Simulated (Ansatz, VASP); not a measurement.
# One calculation of ZnO, two programs

The input POSCAR:

```
ZnO
1.0
    3.2309097002      0.0000000000      0.0000000000
   -1.6154548501      2.7980498777      0.0000000000
    0.0000000000      0.0000000000      5.2156080707
Zn O
2 2
Direct
    0.3333333333      0.6666666667     -0.0347880078
    0.6666666667      0.3333333333      0.4652119922
    0.3333333333      0.6666666667      0.4167880078
    0.6666666667      0.3333333333      0.9167880078
```

Contents of INCAR.step1:

```
  PREC = Accurate
  ENCUT = 520
  ISMEAR = 0
  SIGMA = 0.01
  LREAL = F
  LASPH = T
  NELM = 100
  NBANDS = 26
  GGA = PE
  ALGO = Normal
  EDIFF = 1E-4
  LWAVE = T
  LCHARG = F
```

Contents of INCAR.step2:

```
  PREC = Accurate
  ENCUT = 520
  EDIFF = 1E-6
  ISMEAR = 0
  SIGMA = 0.01
  LREAL = F
  LASPH = T
  NELM = 100
  ALGO = Normal
  ISIF = 2
  LWAVE = F
  LCHARG = F
  METAGGA = R2SCAN
  LMIXTAU = T
  NBANDS = 26
  ISTART = 1
```

File KPOINTS:

```
regular mesh
0
Gamma
  9 9 6
```

Input for Ansatz:

```yaml
crystal:
  lattice:
    - [3.2309097002, 0.0, 0.0]
    - [-1.6154548501, 2.7980498777, 0.0]
    - [0.0, 0.0, 5.2156080707]
  atoms:
    - { symbol: Zn, position: [0.3333333333, 0.6666666667, -0.0347880078] }
    - { symbol: Zn, position: [0.6666666667, 0.3333333333, 0.4652119922] }
    - { symbol: O, position: [0.3333333333, 0.6666666667, 0.4167880078] }
    - { symbol: O, position: [0.6666666667, 0.3333333333, 0.9167880078] }
basis:
  ecutwfc: 500
  xc_grid: 2
kpoints:
  mp_grid: { grid: [9, 9, 6] }
hamiltonian:
  xc: r2scan
  pseudopotentials: { kind: paw, azcp: { folder: soft_1 } }
scf:
  occupations: { method: fixed }
output:
  forces: true
  stress: true
  eigenvalues: true
  polarization: {}
```

Change from the starting cell: polar distortion scaled by 0.40.

Alike in both runs: task single point; functional r2SCAN; k mesh 9 × 9 × 6; no spin polarisation.

```csv
,VASP,Ansatz
version,VASP 6.6.1,Ansatz 0.2.0
potentials or method,"VASP PAW PBE potentials, release 64 (Zn, O), cutoff 520 eV","scalar-relativistic, plane waves, PAW"
occupations,"gaussian, width 0.01 eV",fixed
valence electrons in the cell,36,36
```

```tsv
	VASP	Ansatz	Ansatz less VASP
gap on the k mesh at the Fermi level (eV)	1.29	1.28	-0.014
least direct gap on the mesh (eV)	1.29	1.28	-0.014
pressure (GPa)	7.0	5.7	-1.32
traceless stress, the component that is largest in VASP (GPa)	-12.16	-11.02	+1.143
rms of the force components (eV/Å)	0.345	0.325	-0.0197
```

VASP's potentials were made for PBE, not for r2SCAN. Atom by atom the forces differ by 0.020 eV/Å (rms over components).
